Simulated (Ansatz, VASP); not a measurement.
# Two plane-wave programs on CdS

```
CELL_PARAMETERS angstrom
0.00000 3.02640 2.79360
3.02640 0.00000 2.79360
3.02640 3.02640 0.00000
ATOMIC_POSITIONS crystal
Cd 0.00000 0.00000 0.00000
S 0.75000 0.75000 0.75000
```

Change from the starting cell: strain +0.040 along x and y, -0.040 along z, atoms carried along.

Alike in both runs: task single point; functional PBE; k mesh 8 × 8 × 8; occupations gaussian, width 0.05 eV; no spin polarisation.

|  | VASP | Ansatz |
| --- | --- | --- |
| version | VASP 6.6.1 | Ansatz 0.2.0 |
| potentials or method | VASP PAW PBE potentials, release 64 (Cd, S), cutoff 520 eV | scalar-relativistic, plane waves, PAW |
| valence electrons in the cell | 18 | 26 |

```csv
,VASP,Ansatz,Ansatz less VASP
gap on the k mesh at the Fermi level (eV),0.94,0.94,-0.004
least direct gap on the mesh (eV),0.94,0.94,-0.004
pressure (GPa),1.1,0.8,-0.31
"traceless stress, the component that is largest in VASP (GPa)",0.82,0.84,+0.022
```

VASP's potentials hold 18 valence electrons a cell and Ansatz's 26, so a difference there can come from the potentials and not from the codes.
